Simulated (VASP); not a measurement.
Set up this calculation in VASP 6.6.1, as the native input.

* Task: single point
* Functional: PBE
* Potentials or basis: VASP PAW PBE potentials, release 64 (Hf_pv, N)
* Cutoff: 520 eV
* k mesh: 18 × 18 × 18
* Occupations: fermi-dirac, width 0.05 eV
* Spin: no spin polarisation
* Dipole correction: no
* Further INCAR settings: ALGO = Normal; EDIFF = 1e-06; NBANDS = 14

The structure of HfN lies in POSCAR:

```
HfN
1.0
    0.0000000000      2.3033053658      2.3033053658
    2.3033053658      0.0000000000      2.3033053658
    2.3033053658      2.3033053658      0.0000000000
Hf N
1 1
Direct
    0.0000000000      0.0000000000      0.0000000000
    0.5000000000      0.5000000000      0.5000000000
```

This cell differs from its parent crystal: volume scaled by 1.06, then relaxed in part.

The input as run:

INCAR

```
ALGO = Normal
EDIFF = 1E-6
ENCUT = 520
GGA = PE
ISIF = 2
ISMEAR = -1
LASPH = True
LCHARG = True
LELF = True
LREAL = False
LVHAR = True
LWAVE = False
NBANDS = 14
NELM = 100
PREC = Accurate
SIGMA = 0.05
```

KPOINTS

```
k-points
0
Gamma
  18 18 18
```

Potentials or basis: VASP PAW PBE potentials, release 64 (Hf_pv, N).

Launch:

```sh
$ cat potpaw_PBE.64/Hf_pv/POTCAR potpaw_PBE.64/N/POTCAR > POTCAR
$ mpirun -np 1 vasp_std > vasp.out
```

Results of the run:

| Quantity | Value |
| --- | --- |
| Pressure | -11.5 GPa |

Wall time 16 s on 1 thread of Intel(R) Xeon(R) 6975P-C (Granite Rapids) (shared host), peak memory 0.19 GiB.
